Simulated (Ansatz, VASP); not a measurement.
**Two plane-wave programs on Zn2Cl3**

INCAR

```
SYSTEM = Zn2Cl3
  PREC = Accurate
  ENCUT = 600
  EDIFF = 1E-7
  ISMEAR = 0
  SIGMA = 0.1
  LREAL = .FALSE.
  LASPH = .TRUE.
  NELM = 100
  ALGO = Normal
  ISIF = 3
  LWAVE = .FALSE.
  LCHARG = .FALSE.
  GGA = PE
  IBRION = 2
  NSW = 90
  EDIFFG = -0.04
```

File KPOINTS:

```
Automatic mesh
0
G
  6 6 4
  0 0 0
```

The input POSCAR:

```
Zn2Cl3
1.0
    4.5977888457      0.0000000000      0.0000000000
   -2.2988944228      3.9818019416      0.0000000000
    0.0000000000      0.0000000000      5.5514060225
Zn Cl
2 3
Direct
    0.3333333333      0.6666666667      0.1380000000
    0.6666666667      0.3333333333      0.8620000000
    0.0000000000      0.0000000000      0.0000000000
    0.3333333333      0.6666666667      0.6250000000
    0.6666666667      0.3333333333      0.3750000000
```

Input for Ansatz:

```yaml
crystal:
  lattice:
    - [4.5977888457, 0.0, 0.0]
    - [-2.2988944228, 3.9818019416, 0.0]
    - [0.0, 0.0, 5.5514060225]
  atoms:
    - { symbol: Zn, position: [0.3333333333, 0.6666666667, 0.138] }
    - { symbol: Zn, position: [0.6666666667, 0.3333333333, 0.862] }
    - { symbol: Cl, position: [0.0, 0.0, 0.0] }
    - { symbol: Cl, position: [0.3333333333, 0.6666666667, 0.625] }
    - { symbol: Cl, position: [0.6666666667, 0.3333333333, 0.375] }
basis:
  ecutwfc: 420
kpoints:
  mp_grid: { grid: [6, 6, 4] }
hamiltonian:
  xc: pbe
scf:
  occupations: { method: gaussian, width: 0.1 }
  lower_state_search: "off"
output:
  forces: true
  stress: true
  eigenvalues: true
relax:
  adjacent_minimum: "off"
  f_tol: 0.04
  max_steps: 70
  cell: { stress_tol: 0.4 }
```

Alike in both runs: task relaxation of cell and atoms; functional PBE; k mesh 6 × 6 × 4; occupations gaussian, width 0.1 eV; no spin polarisation.

|  | VASP | Ansatz |
| --- | --- | --- |
| version | VASP 6.6.1 | Ansatz 0.2.0 |
| potentials or method | VASP PAW PBE potentials, release 64 (Zn, Cl), cutoff 600 eV | scalar-relativistic, plane waves, PAW |
| valence electrons in the cell | 45 | 45 |

```tsv
	VASP	Ansatz	Ansatz less VASP
gap on the k mesh at the Fermi level, each at its own relaxed structure (eV)	none	none	-
relaxed volume (Å³/atom)	22.62	22.37	-0.245
relaxed cell length with the largest relative difference (Å)	5.239	5.207	-0.0321
```

A gap of «none» marks a metal or a gap that the smearing closes.
